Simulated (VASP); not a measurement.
PbS, 2 atoms in the cell. It takes space group Fm-3m (No. 225, cubic). Conventional cell: a = 5.974 Å, b = 5.974 Å, c = 5.974 Å, α = 90.00°, β = 90.00°, γ = 90.00°. Pb (site symmetry m-3m) has 6 S at 2.99 Å within 3.9 Å. Within 3.9 Å of S (site symmetry m-3m) lie 6 Pb at 2.99 Å. 

| Quantity | Value |
| --- | --- |
| Program | VASP 6.6.1 |
| Task | G0W0 quasiparticle levels |
| Functional | PBE |
| Potentials or basis | VASP PAW PBE potentials, release 64 (Pb_d_GW, S_GW) |
| Cutoff | 500 eV |
| k mesh | 4 × 4 × 4 |
| Occupations | gaussian, width 0.01 eV |
| Spin | no spin polarisation |
| Dipole correction | no |
| GW scheme | G0W0 |
| GW iterations | 1 |
| Cutoff of the response function | 80 |
| Frequency points | 96 |
| Empty bands | 86 |
| Further INCAR settings | ALGO = EVGW0; EDIFF = 1e-08; NBANDS = 97 |

Potentials or basis: VASP PAW PBE potentials, release 64 (Pb_d_GW, S_GW).

The run is started by

```bash
$ cat potpaw_PBE.64/Pb_d_GW/POTCAR potpaw_PBE.64/S_GW/POTCAR > POTCAR
$ cp INCAR.step1 INCAR
$ mpirun -np 1 vasp_std > vasp.out
$ cp INCAR.step2 INCAR
$ mpirun -np 1 vasp_std > vasp.out
$ cp INCAR.step3 INCAR
$ mpirun -np 1 vasp_std > vasp.out
```

Hardware: 1 thread of Intel(R) Xeon(R) Platinum 8375C CPU @ 2.90GHz (Ice Lake), on a shared host.

**Question.** How long does it take, and how much memory?

**Answer.** Run time: 4.7 min on 1 thread of Intel(R) Xeon(R) Platinum 8375C CPU @ 2.90GHz (Ice Lake), on a shared host, peak memory 0.56 GiB. Counts: k points 8.
